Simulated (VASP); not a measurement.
# MgO (F-43m) in VASP: notebook

Aim: see how the results for MgO move with the level of theory and the settings. Levels: PBE, PBEsol, LDA, r2SCAN. Tasks: single point.

Everything below comes from runs of VASP 6.6.1. Logs are shortened: lines on timing, memory, paths and dates and some standing lists are left out, and cuts for length are marked.

## Step 1: The cell of the first run

It takes space group F-43m (No. 216, cubic). Conventional cell: a = 4.564 Å, b = 4.564 Å, c = 4.564 Å, α = 90.00°, β = 90.00°, γ = 90.00°. Mg (site symmetry -43m) has 4 O at 1.98 Å within 2.6 Å. O (site symmetry -43m) has 4 Mg at 1.98 Å within 2.6 Å.

## Step 2: Single point, PBE

Input file INCAR:

```
PREC = Accurate ; ENCUT = 520
EDIFF = 1E-6 ; ISMEAR = 0
SIGMA = 0.01 ; LREAL = F
LASPH = T ; NELM = 80
ALGO = Normal ; ISIF = 2
LWAVE = F ; LCHARG = F
GGA = PE ; NBANDS = 11
```

Input file KPOINTS:

```
regular mesh
0
Gamma
  6 6 6
```

Input file POSCAR:

```
MgO
1.0
    0.0000000000      2.2820056617      2.2820056617
    2.2820056617      0.0000000000      2.2820056617
    2.2820056617      2.2820056617      0.0000000000
Mg O
1 1
Direct
    0.0000000000      0.0000000000      0.0000000000
    0.2500000000      0.2500000000      0.2500000000
```

Potentials or basis: VASP PAW PBE potentials, release 64 (Mg, O).

Started as:

```bash
cat potpaw_PBE.64/Mg/POTCAR potpaw_PBE.64/O/POTCAR > POTCAR
mpirun -np 1 vasp_std > vasp.out
```

OUTCAR:

```text
PREC = Accurate
   ENCUT = 520
   EDIFF = 1E-6
   ISMEAR = 0
   LREAL = F
   LASPH = T
   NELM = 80
   ISIF = 2
   GGA = PE

 ion  position               nearest neighbor table
   1  0.000  0.000  0.000-   2 1.98   2 1.98   2 1.98   2 1.98
   2  0.250  0.250  0.250-   1 1.98   1 1.98   1 1.98   1 1.98

  LATTYP: Found a face centered cubic cell.
 ALAT       =     4.5640113234

  Lattice vectors:

 A1 = (   0.0000000000,   2.2820056617,   2.2820056617)
 A2 = (   2.2820056617,   0.0000000000,   2.2820056617)
 A3 = (   2.2820056617,   2.2820056617,   0.0000000000)

Analysis of symmetry for initial positions (statically):
=====================================================================
 Subroutine PRICEL returns:
 Original cell was already a primitive cell.

 Routine SETGRP: Setting up the symmetry group for a
 face centered cubic supercell.

 Subroutine GETGRP returns: Found 24 space group operations
 (whereof 24 operations were pure point group operations)
 out of a pool of 48 trial point group operations.

The static configuration has the point symmetry T_d .

Analysis of symmetry for dynamics (positions and initial velocities):
=====================================================================
 Subroutine PRICEL returns:
 Original cell was already a primitive cell.

 Routine SETGRP: Setting up the symmetry group for a
 face centered cubic supercell.

 Subroutine GETGRP returns: Found 24 space group operations
 (whereof 24 operations were pure point group operations)
 out of a pool of 48 trial point group operations.

The dynamic configuration has the point symmetry T_d .

 Subroutine INISYM returns: Found 24 space group operations
 (whereof 24 operations are pure point group operations),
 and found     1 'primitive' translations

----------------------------------------------------------------------------------------

                                     Primitive cell

  volume of cell :      23.7673

  direct lattice vectors                    reciprocal lattice vectors
     0.000000000  2.282005662  2.282005662    -0.219105504  0.219105504  0.219105504
     2.282005662  0.000000000  2.282005662     0.219105504 -0.219105504  0.219105504
     2.282005662  2.282005662  0.000000000     0.219105504  0.219105504 -0.219105504

  length of vectors
     3.227243356  3.227243356  3.227243356     0.379501865  0.379501865  0.379501865

  position of ions in fractional coordinates (direct lattice)
     0.000000000  0.000000000  0.000000000
     0.250000000  0.250000000  0.250000000

  ion indices of the primitive-cell ions
   primitive index   ion index
                 1           1
                 2           2

----------------------------------------------------------------------------------------

 KPOINTS: regular mesh

Automatic generation of k-mesh.
 Grid dimensions read from file:
 generate k-points for:    6    6    6

 Generating k-lattice:

  Cartesian coordinates                     Fractional coordinates (reciprocal lattice)
    -0.036517584  0.036517584  0.036517584     0.166666667  0.000000000  0.000000000
     0.036517584 -0.036517584  0.036517584     0.000000000  0.166666667  0.000000000
     0.036517584  0.036517584 -0.036517584     0.000000000  0.000000000  0.166666667

  Length of vectors
     0.063250311  0.063250311  0.063250311

  Shift w.r.t. Gamma in fractional coordinates (k-lattice)
     0.000000000  0.000000000  0.000000000

 Subroutine IBZKPT returns following result:
 ===========================================

 Found     16 irreducible k-points:

 Following reciprocal coordinates:
            Coordinates               Weight
  0.000000  0.000000  0.000000      1.000000
  0.166667  0.000000  0.000000      8.000000
  0.333333  0.000000  0.000000      8.000000
  0.500000  0.000000  0.000000      4.000000
  0.166667  0.166667  0.000000      6.000000
  0.333333  0.166667  0.000000     24.000000
[... 8 lines left out ...]
 -0.333333  0.333333  0.166667     24.000000
 -0.333333  0.500000  0.166667     12.000000
   k-points           NKPTS =     16   k-points in BZ     NKDIM =     16   number of bands    NBANDS=     11
   number of dos      NEDOS =    301   number of ions     NIONS =      2
   total plane-waves  NPLWV =  13824
   dimension x,y,z NGX =    24 NGY =   24 NGZ =   24
   dimension x,y,z NGXF=    48 NGYF=   48 NGZF=   48
   ions per type =               1   1
   NGX,Y,Z   is equivalent  to a cutoff of  12.36, 12.36, 12.36 a.u.
   NGXF,Y,Z  is equivalent  to a cutoff of  24.73, 24.73, 24.73 a.u.
 SYSTEM =  unknown system
   PREC   = accura    normal or accurate (medium, high low for compatibility)
   ISTART =      0    job   : 0-new  1-cont  2-samecut
   ICHARG =      2    charge: 1-file 2-atom 10-const
   ISPIN  =      1    spin polarized calculation?
   LNONCOLLINEAR =      F non collinear calculations
   LSORBIT =      F    spin-orbit coupling
   LASPH  =      T    aspherical Exc in radial PAW
[... 34 lines left out ...]
 Gauss-broadening in eV      SIGMA  =   0.01
  energy-cutoff  :      520.00
  volume of cell :       23.77
 maximum number of plane-waves:       650
   NGX = 13   NGY = 13   NGZ = 13

 number of electron       8.0000007 magnetization

 Free energy of the ion-electron system (eV)
  ---------------------------------------------------
  ext. energy  EPLUGINS =         0.00000000
  ---------------------------------------------------
  free energy    TOTEN  =       -11.69311576 eV

  energy without entropy =      -11.69311576  energy(sigma->0) =      -11.69311576

 E-fermi :   0.9021     XC(G=0):  -9.7202

 val. band max:        0.7882447015   @ k =   0.0000   0.0000   0.0000
 cond. band min:       4.4295718166   @ k =   0.0000   0.0000   0.0000
 fundamental gap:      3.6413271151
 Fermi energy:         0.9020502905

 k-point     1 :       0.0000    0.0000    0.0000
  band No.  band energies     occupation
      1     -15.1122      2.00000
      2       0.7882      2.00000
      3       0.7882      2.00000
      4       0.7882      2.00000
      5       4.4296      0.00000
      6      17.6032      0.00000
      7      17.6032      0.00000
      8      17.6032      0.00000
      9      21.1083      0.00000
     10      21.1084      0.00000
     11      21.1976      0.00000

 k-point     2 :       0.1667    0.0000    0.0000
  band No.  band energies     occupation
      1     -14.9549      2.00000
      2      -0.2860      2.00000
      3       0.7410      2.00000
      4       0.7410      2.00000
      5       5.7333      0.00000
      6      15.5400      0.00000
      7      17.3028      0.00000
      8      17.3028      0.00000
      9      19.4694      0.00000
     10      19.4694      0.00000
     11      20.2939      0.00000

 k-point     3 :       0.3333    0.0000    0.0000
  band No.  band energies     occupation
      1     -14.6208      2.00000
      2      -1.6872      2.00000
      3       0.6494      2.00000
      4       0.6494      2.00000
      5       7.8395      0.00000
      6      12.5532      0.00000
      7      15.9618      0.00000
      8      15.9618      0.00000
      9      20.1089      0.00000
     10      20.9987      0.00000
     11      20.9987      0.00000

 k-point     4 :       0.5000    0.0000    0.0000
  band No.  band energies     occupation
      1     -14.4428      2.00000
      2      -2.2506      2.00000
      3       0.6049      2.00000
      4       0.6049      2.00000
      5       9.5772      0.00000
      6      10.4764      0.00000
      7      15.4106      0.00000
      8      15.4106      0.00000
      9      20.4510      0.00000
     10      22.5648      0.00000
     11      22.5648      0.00000
[... 127 lines left out ...]
 k-point    14 :       0.5000    0.3333    0.1667
  band No.  band energies     occupation
      1     -14.4068      2.00000
      2      -1.4877      2.00000
      3      -0.2085      2.00000
      4       0.3264      2.00000
      5       8.4414      0.00000
      6      12.1761      0.00000
      7      14.1663      0.00000
      8      16.2046      0.00000
      9      19.2242      0.00000
     10      22.6359      0.00000
     11      24.9804      0.00000

 k-point    15 :      -0.3333    0.3333    0.1667
  band No.  band energies     occupation
      1     -14.2916      2.00000
      2      -1.4490      2.00000
      3      -0.5714      2.00000
      4       0.1604      2.00000
      5       8.9079      0.00000
      6      11.7261      0.00000
      7      14.0795      0.00000
      8      15.7987      0.00000
      9      20.5920      0.00000
     10      21.4666      0.00000
     11      26.2282      0.00000

 k-point    16 :      -0.3333    0.5000    0.1667
  band No.  band energies     occupation
      1     -14.2407      2.00000
      2      -1.3356      2.00000
      3      -0.4471      2.00000
      4      -0.1870      2.00000
      5       8.0692      0.00000
      6      12.3656      0.00000
      7      14.7335      0.00000
      8      15.3646      0.00000
      9      19.2884      0.00000
     10      23.5854      0.00000
     11      24.6507      0.00000

------------------------ aborting loop because EDIFF is reached ----------------------------------------

  FORCE on cell =-STRESS in cart. coord.  units (eV):
  Direction    XX          YY          ZZ          XY          YZ          ZX
  --------------------------------------------------------------------------------------
  -------------------------------------------------------------------------------------
  Total        0.5136184      0.5136184      0.5136184     -0.0000000      0.0000000      0.0000000
  in kB       34.6235024     34.6235024     34.6235024     -0.0000000      0.0000000      0.0000000
  external PRESSURE =      34.6235024 kB  Pullay stress =       0.0000000 kB

 VOLUME and BASIS-vectors are now :
 -----------------------------------------------------------------------------
  energy-cutoff  :      520.00
  volume of cell :       23.77
      direct lattice vectors                 reciprocal lattice vectors
     0.000000000  2.282005662  2.282005662    -0.219105504  0.219105504  0.219105504
     2.282005662  0.000000000  2.282005662     0.219105504 -0.219105504  0.219105504
     2.282005662  2.282005662  0.000000000     0.219105504  0.219105504 -0.219105504

 POSITION                                       TOTAL-FORCE (eV/Angst)
 -----------------------------------------------------------------------------------
      0.00000      0.00000      0.00000        -0.000000     -0.000000     -0.000000
      1.14100      1.14100      1.14100         0.000000      0.000000      0.000000
 -----------------------------------------------------------------------------------
    total drift:                               -0.000001     -0.000001     -0.000001

  FREE ENERGIE OF THE ION-ELECTRON SYSTEM (eV)
  ---------------------------------------------------
  free  energy   TOTEN  =       -11.6931157584 eV

  energy  without entropy=      -11.6931157584  energy(sigma->0) =      -11.69311576
```

Run time: 3.3 s. Hardware: 1 thread of Intel Xeon Platinum 8375C at 2.90GHz (Ice Lake), shared host; peak memory 0.13 GiB.

What came out:

| Property | Result |
| --- | --- |
| Free energy | -11.6931 eV |
| Pressure | 3.5 GPa |
| Band gap on the k mesh | 3.64 eV, direct |

Levels at points of the mesh, in eV from the valence-band top:
```csv
k point,band 1,band 2,band 3,band 4,band 5,band 6,band 7,band 8,band 9
"(0.00, 0.00, 0.00)",-15.90,0.00,0.00,0.00,3.64,16.82,16.82,16.82,20.32
"(0.50, 0.00, 0.00)",-15.23,-3.04,-0.18,-0.18,8.79,9.69,14.62,14.62,19.66
"(0.50, 0.50, 0.00)",-15.03,-2.51,-0.74,-0.74,6.26,11.56,14.11,16.68,16.68
```

## Step 3: Single point, PBEsol

This run uses another cell than the first one, of 11.97 Å³/atom, 1.007 times its volume.

Input file INCAR:

```
SYSTEM = MgO
  PREC = Accurate
  ENCUT = 520
  EDIFF = 1E-7
  ISMEAR = -1
  SIGMA = 0.02
  LREAL = .FALSE.
  LASPH = .TRUE.
  NELM = 80
  ALGO = Normal
  ISIF = 2
  LWAVE = .FALSE.
  LCHARG = .TRUE.
  GGA = PS
  LELF = .TRUE.
  LVHAR = .TRUE.
  NBANDS = 11
```

Input file KPOINTS:

```
regular mesh
0
G
  8 8 8
  0 0 0
```

Input file POSCAR:

```
MgO
1.0
    0.0000000000      2.2875520148      2.2875520148
    2.2875520148      0.0000000000      2.2875520148
    2.2875520148      2.2875520148      0.0000000000
Mg O
1 1
Direct
    0.0000000000      0.0000000000      0.0000000000
    0.2500000000      0.2500000000      0.2500000000
```

Potentials or basis: VASP PAW PBE potentials, release 64 (Mg, O).

Started as:

```bash
cat potpaw_PBE.64/Mg/POTCAR potpaw_PBE.64/O/POTCAR > POTCAR
mpirun -np 1 vasp_std > vasp.out
```

It took 5 s on 1 thread of Intel Xeon Platinum 8375C at 2.90GHz (Ice Lake), shared host; peak memory 0.14 GiB.

The run converged. Its results:

| Property | Result |
| --- | --- |
| Free energy | -12.2049 eV |
| Pressure | -0.3 GPa |
| Band gap on the k mesh | 3.49 eV, direct |

Levels at points of the mesh, in eV from the valence-band top:
```tsv
k point	band 1	band 2	band 3	band 4	band 5	band 6	band 7	band 8
(0.00, 0.00, 0.00)	-15.80	0.00	0.00	0.00	3.49	16.62	16.62	16.62
(0.50, 0.00, 0.00)	-15.12	-3.07	-0.18	-0.18	8.61	9.52	14.44	14.44
(0.50, 0.50, 0.00)	-14.93	-2.53	-0.75	-0.75	6.08	11.35	13.96	16.47
```

Caveat: the PAW data sets were made with another functional, which shifts forces and pressure a little. Expect the measured gap to be larger: semilocal functionals such as PBEsol lack the derivative discontinuity.

## Step 4: Single point, LDA

This run uses another cell than the first one, of 11.53 Å³/atom, 0.970 times its volume.

Input file INCAR:

```
PREC = Accurate ; ENCUT = 520
EDIFF = 1E-6 ; ISMEAR = -1
SIGMA = 0.02 ; LREAL = False
LASPH = True ; NELM = 100
ALGO = Normal ; ISIF = 2
LWAVE = False ; LCHARG = True
GGA = CA ; LELF = True
LVHAR = True ; NBANDS = 11
```

Input file KPOINTS:

```
Automatic mesh
0
Gamma
  8 8 8
```

Input file POSCAR:

```
MgO
1.0
    0.0000000000      2.2591103601      2.2591103601
    2.2591103601      0.0000000000      2.2591103601
    2.2591103601      2.2591103601      0.0000000000
Mg O
1 1
Direct
    0.0000000000      0.0000000000      0.0000000000
    0.2500000000      0.2500000000      0.2500000000
```

Potentials or basis: VASP PAW LDA potentials, release 64 (Mg, O).

Started as:

```bash
cat potpaw_LDA.64/Mg/POTCAR potpaw_LDA.64/O/POTCAR > POTCAR
mpirun -np 1 vasp_std > vasp.out
```

It took 3.9 s on 1 thread of Intel Xeon Platinum 8375C at 2.90GHz (Ice Lake), shared host; peak memory 0.13 GiB.

Results (log left out):

- Free energy: -13.0642 eV
- Pressure: -0.9 GPa
- Band gap on the k mesh: 3.72 eV, direct

Levels at points of the mesh, in eV from the valence-band top:
| k point | band 1 | band 2 | band 3 | band 4 | band 5 | band 6 | band 7 | band 8 | band 9 |
| --- | --- | --- | --- | --- | --- | --- | --- | --- | --- |
| (0.00, 0.00, 0.00) | -15.69 | 0.00 | 0.00 | 0.00 | 3.72 | 16.84 | 16.84 | 16.84 | 20.34 |
| (0.50, 0.00, 0.00) | -14.94 | -3.19 | -0.19 | -0.19 | 8.83 | 9.77 | 14.59 | 14.59 | 19.82 |
| (0.50, 0.50, 0.00) | -14.71 | -2.63 | -0.77 | -0.77 | 6.15 | 11.49 | 14.28 | 16.76 | 16.76 |

## Step 5: Single point, LDA

Input file INCAR:

```
SYSTEM = MgO
ALGO = Normal
EDIFF = 1E-6
ENCUT = 520
ISIF = 2
ISMEAR = 0
LASPH = .True.
LCHARG = .False.
LREAL = .False.
LWAVE = .False.
NBANDS = 11
NELM = 60
PREC = Accurate
SIGMA = 0.01
```

Input file KPOINTS:

```
k-points
0
Gamma
  10 10 10
  0 0 0
```

Input file POSCAR:

```
MgO
1.0
    0.0000000000      2.2820056617      2.2820056617
    2.2820056617      0.0000000000      2.2820056617
    2.2820056617      2.2820056617      0.0000000000
Mg O
1 1
Direct
    0.0000000000      0.0000000000      0.0000000000
    0.2500000000      0.2500000000      0.2500000000
```

Started as:

```bash
cat potpaw_LDA.64/Mg/POTCAR potpaw_LDA.64/O/POTCAR > POTCAR
mpirun -np 1 vasp_std > vasp.out
```

It took 5.4 s on 1 thread of Intel Xeon Platinum 8375C at 2.90GHz (Ice Lake), shared host; peak memory 0.13 GiB.

It converged, with:

```yaml
Free_energy: -13.0520 eV
Pressure: -4.7 GPa
Band_gap_on_the_k_mesh: 3.55 eV, direct
```

Levels at points of the mesh, in eV from the valence-band top:
```csv
k point,band 2,band 3,band 4,band 5,band 6,band 7
"(0.00, 0.00, 0.00)",0.00,0.00,0.00,3.55,16.51,16.51
"(0.50, 0.00, 0.00)",-3.10,-0.19,-0.19,8.61,9.54,14.36
"(0.50, 0.50, 0.00)",-2.57,-0.76,-0.76,6.08,11.33,13.84
```

As with any semilocal functional, this LDA gap is likely too small.

## Step 6: Single point, r2SCAN

POSCAR is that of step 5.

Input file INCAR.step1:

```
SYSTEM = MgO
PREC     = Accurate       ! precision mode
ENCUT    = 520            ! plane-wave cutoff, eV
ISMEAR   = -1             ! smearing method
SIGMA    = 0.02           ! smearing width, eV
LREAL    = .FALSE.        ! projectors in reciprocal space
LASPH    = .TRUE.         ! aspherical terms in the spheres
NELM     = 80             ! most SCF steps
NBANDS   = 11             ! bands
GGA      = PE             ! functional
ALGO     = Normal         ! electronic algorithm
EDIFF    = 1E-4           ! SCF threshold, eV
LWAVE    = .TRUE.         ! write WAVECAR
LCHARG   = .FALSE.        ! write CHGCAR
```

Input file INCAR.step2:

```
SYSTEM = MgO
PREC     = Accurate       ! precision mode
ENCUT    = 520            ! plane-wave cutoff, eV
EDIFF    = 1E-7           ! SCF threshold, eV
ISMEAR   = -1             ! smearing method
SIGMA    = 0.02           ! smearing width, eV
LREAL    = .FALSE.        ! projectors in reciprocal space
LASPH    = .TRUE.         ! aspherical terms in the spheres
NELM     = 80             ! most SCF steps
ALGO     = Normal         ! electronic algorithm
ISIF     = 2              ! what is computed and relaxed
LWAVE    = .FALSE.        ! write WAVECAR
LCHARG   = .FALSE.        ! write CHGCAR
METAGGA  = R2SCAN         ! meta-GGA
LMIXTAU  = .TRUE.       
NBANDS   = 11             ! bands
ISTART   = 1
```

Input file KPOINTS:

```
Automatic mesh
0
G
  8 8 8
  0 0 0
```

Potentials or basis: VASP PAW PBE potentials, release 64 (Mg, O).

Started as:

```bash
cat potpaw_PBE.64/Mg/POTCAR potpaw_PBE.64/O/POTCAR > POTCAR
cp INCAR.step1 INCAR
mpirun -np 1 vasp_std > vasp.out
cp INCAR.step2 INCAR
mpirun -np 1 vasp_std > vasp.out
```

Wall time 21 s (1 thread of Intel Xeon Platinum 8375C at 2.90GHz (Ice Lake), shared host); peak memory 0.14 GiB.

It converged, with:

```
Free energy            : -15.8538 eV
Pressure               : -0.6 GPa
Band gap on the k mesh : 4.32 eV, direct
```

Levels at points of the mesh, in eV from the valence-band top:
```csv
k point,band 1,band 2,band 3,band 4,band 5,band 6,band 7,band 8
"(0.00, 0.00, 0.00)",-16.83,0.00,0.00,0.00,4.32,17.92,17.92,17.92
"(0.50, 0.00, 0.00)",-16.19,-3.02,-0.18,-0.18,9.63,10.54,15.54,15.54
"(0.50, 0.50, 0.00)",-15.99,-2.50,-0.75,-0.75,6.94,12.48,15.32,17.81
```

Caveat: the PAW data sets were made with another functional, which shifts forces and pressure a little.

## Step 7: Overview

```csv
level,potentials or basis,cell,k mesh,smearing,gap on the mesh (eV),pressure (GPa)
PBE,"VASP PAW PBE potentials, release 64 (Mg, O)","a = 3.227 Å, angles 60.0°, 2 atoms",6 × 6 × 6,gaussian 0.01 eV,3.64,3.5
PBEsol,"VASP PAW PBE potentials, release 64 (Mg, O)","a = 3.235 Å, angles 60.0°, 2 atoms",8 × 8 × 8,fermi-dirac 0.02 eV,3.49,-0.3
LDA,"VASP PAW LDA potentials, release 64 (Mg, O)","a = 3.195 Å, angles 60.0°, 2 atoms",8 × 8 × 8,fermi-dirac 0.02 eV,3.72,-0.9
LDA,"VASP PAW LDA potentials, release 64 (Mg, O)","a = 3.227 Å, angles 60.0°, 2 atoms",10 × 10 × 10,gaussian 0.01 eV,3.55,-4.7
r2SCAN,"VASP PAW PBE potentials, release 64 (Mg, O)","a = 3.227 Å, angles 60.0°, 2 atoms",8 × 8 × 8,fermi-dirac 0.02 eV,4.32,-0.6
```

Alike in all rows: task single point; no spin polarisation; cutoff (eV) 520.

Caveats: the PAW data sets were made with another functional, which shifts forces and pressure a little (some runs).

Total energies depend on the potentials used, so only differences within one code and one set of settings carry meaning.
